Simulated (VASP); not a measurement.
A run of VASP 6.6.1 is set up as follows.

File INCAR:

```
SYSTEM = Al16BH3
  PREC = Accurate
  ENCUT = 520
  EDIFF = 1E-7
  ISMEAR = -1
  SIGMA = 0.05
  LREAL = Auto
  LASPH = .TRUE.
  NELM = 100
  ALGO = Normal
  ISIF = 2
  LWAVE = .FALSE.
  LCHARG = .TRUE.
  GGA = PE
  LELF = .TRUE.
  LVHAR = .TRUE.
  NBANDS = 43
```

File KPOINTS:

```
Automatic mesh
0
G
  2 2 1
  0 0 0
```

The input POSCAR:

```
Al16BH3
1.0
    8.1000000000      0.0000000000      0.0000000000
    0.0000000000      5.7275650000      0.0000000000
    0.0000000000      0.0000000000     16.2956740000
Al B H
16 1 3
Direct
    0.2500000000      0.2500015277      0.0613659797
    0.7500000000      0.2500015277      0.0613659797
    0.2500000000      0.7500045831      0.0613659797
    0.7500000000      0.7500045831      0.0613659797
   -0.0371604938      0.0159928347      0.1480883822
    0.5277160494     -0.0116628969      0.1250700032
    0.0080123457      0.4975238168      0.1407551477
    0.4991481481      0.5069169883      0.1263280058
    0.2241728395      0.2757192629      0.2255567950
    0.7453827160      0.2820046564      0.2352096636
    0.2392592593      0.7535139278      0.2492011070
    0.7374320988      0.7610389406      0.2376213466
    0.0006049383      0.0434041342      0.2972261227
    0.4783209877      0.0531639536      0.3101497980
   -0.0394938272      0.5006141353      0.3191276409
    0.4814814815      0.5231891738      0.3199560816
    0.4263456790      0.2834887077      0.4240389198
    0.5241481481      0.3396207638      0.4752733762
    0.2737037037      0.2998481903      0.4423566647
    0.4676790123      0.0916270701      0.4359009637
```

Potentials or basis: VASP PAW PBE potentials, release 64 (Al, B, H).

The run is started by

```console
$ cat potpaw_PBE.64/Al/POTCAR potpaw_PBE.64/B/POTCAR potpaw_PBE.64/H/POTCAR > POTCAR
$ mpirun -np 1 vasp_std > vasp.out
```

**Question.** What does it give for the band gap on the k mesh?

**Answer.** Zero (band 27 reaches 0.62 eV, above the bottom of band 28 at -0.04 eV).

**Question.** What does it give for the largest force?

**Answer.** 2.223 eV/Å.

Forces on the atoms (eV/Å):
```
Al  -0.128 -0.280 -0.241
Al   0.354  0.721 -0.405
Al  -0.248  0.386  0.261
Al   0.802 -0.626 -0.069
Al   0.905 -0.558 -1.032
Al  -1.578  0.343  0.874
Al  -0.889  0.670 -0.098
Al   0.026 -0.225  0.764
Al   1.074 -0.080  0.070
Al  -0.990 -0.398 -0.672
Al  -0.162  0.220 -0.587
Al  -0.163  0.237  0.041
Al  -0.587 -0.702  1.518
Al   0.121 -0.193  0.268
Al   0.924  0.641  0.073
Al   0.118 -0.079 -0.022
B   -1.405  1.260 -0.231
H    0.274  0.771  0.256
H    1.158  0.045 -0.384
H    0.395 -2.153 -0.385
```

Caveat: the k points lie up to 0.55 Å⁻¹ apart.
